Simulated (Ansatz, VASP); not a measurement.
**Two plane-wave programs on BaTl**

INCAR

```
SYSTEM = BaTl
PREC = Accurate
ENCUT = 600
EDIFF = 1E-6
ISMEAR = 0
SIGMA = 0.1
LREAL = .FALSE.
LASPH = .TRUE.
NELM = 100
ALGO = Normal
ISIF = 3
LWAVE = .FALSE.
LCHARG = .FALSE.
GGA = PE
IBRION = 2
NSW = 100
EDIFFG = -0.01
```

Contents of KPOINTS:

```
regular mesh
0
G
  14 14 14
  0 0 0
```

File POSCAR:

```
BaTl
1.0
    0.0000000000      3.6403792796      3.6403792796
    3.6403792796      0.0000000000      3.6403792796
    3.6403792796      3.6403792796      0.0000000000
Ba Tl
1 1
Direct
    0.5000000000      0.5000000000      0.5000000000
    0.0000000000      0.0000000000      0.0000000000
```

Input for Ansatz:

```yaml
crystal:
  lattice:
    - [0.0, 3.6403792796, 3.6403792796]
    - [3.6403792796, 0.0, 3.6403792796]
    - [3.6403792796, 3.6403792796, 0.0]
  atoms:
    - { symbol: Ba, position: [0.5, 0.5, 0.5] }
    - { symbol: Tl, position: [0.0, 0.0, 0.0] }
basis:
  ecutwfc: 420
kpoints:
  mp_grid: { grid: [14, 14, 14] }
hamiltonian:
  xc: pbe
scf:
  occupations: { method: gaussian, width: 0.1 }
output:
  forces: true
  stress: true
  eigenvalues: true
  write_density: true
  write_potential: true
  elf: true
  volumetric_format: npy
relax:
  adjacent_minimum: "off"
  f_tol: 0.01
  max_steps: 80
  cell: { stress_tol: 0.05 }
```

Alike in both runs: task relaxation of cell and atoms; functional PBE; k mesh 14 × 14 × 14; occupations gaussian, width 0.1 eV; no spin polarisation.

```csv
,VASP,Ansatz
version,VASP 6.6.1,Ansatz 0.2.0
potentials or method,"VASP PAW PBE potentials, release 64 (Ba_sv, Tl_d), cutoff 600 eV","scalar-relativistic, plane waves, PAW"
valence electrons in the cell,23,23
```

VASP gave:

- gap on the k mesh at the Fermi level, each at its own relaxed structure (eV): none
- relaxed volume (Å³/atom): 48.10
- relaxed cell length with the largest relative difference (Å): 5.143

Task: Estimate Ansatz's values.

Result: gap on the k mesh at the Fermi level, each at its own relaxed structure (eV): none; relaxed volume (Å³/atom): 47.82; relaxed cell length with the largest relative difference (Å): 5.133.

A gap of «none» marks a metal or a gap that the smearing closes.

Neither program's run includes spin-orbit coupling.
